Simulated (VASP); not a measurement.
## ZnS (NiAs type): single point with PBE

ZnS (NiAs type):

```
Zn S
1.0
     3.31532    0.00000    0.00000
    -1.65766    2.87115    0.00000
     0.00000    0.00000    5.51709
Zn S
2 2
Direct
  0.00000 0.00000 0.00000
  0.00000 0.00000 0.50000
  0.33333 0.66667 0.25000
  0.66667 0.33333 0.75000
```

```yaml
Program: VASP 6.6.1
Task: single point
Functional: PBE
Potentials_or_basis: VASP PAW PBE potentials, release 64 (Zn, S)
Cutoff: 520 eV
k_mesh: 12 × 12 × 7
Occupations: fermi-dirac, width 0.1 eV
Spin: no spin polarisation
Dipole_correction: no
Further_INCAR_settings: ALGO = Normal; EDIFF = 1e-06; NBANDS = 26
```

```yaml
Pressure: 37.5 GPa
Band_gap_on_the_k_mesh: 0.03 eV (least direct gap 2.46 eV)
```

Levels at points of the mesh, in eV from the valence-band top:
| k point | band 16 | band 17 | band 18 | band 19 | band 20 | band 21 |
| --- | --- | --- | --- | --- | --- | --- |
| (0.00, 0.00, 0.00) | -1.09 | -0.08 | -0.08 | 3.37 | 3.78 | 6.48 |
| (0.50, 0.00, 0.00) | -3.56 | -2.65 | -0.13 | 2.97 | 3.29 | 3.94 |

Run time: 2.7 min on 1 thread of Intel Xeon 8259CL, on a shared host, peak memory 0.23 GiB.

Caveat: the cell stands under pressure; the smearing spreads over this small gap; semilocal functionals underestimate gaps, and a narrow one can read as zero. A k mesh can miss the band edges.
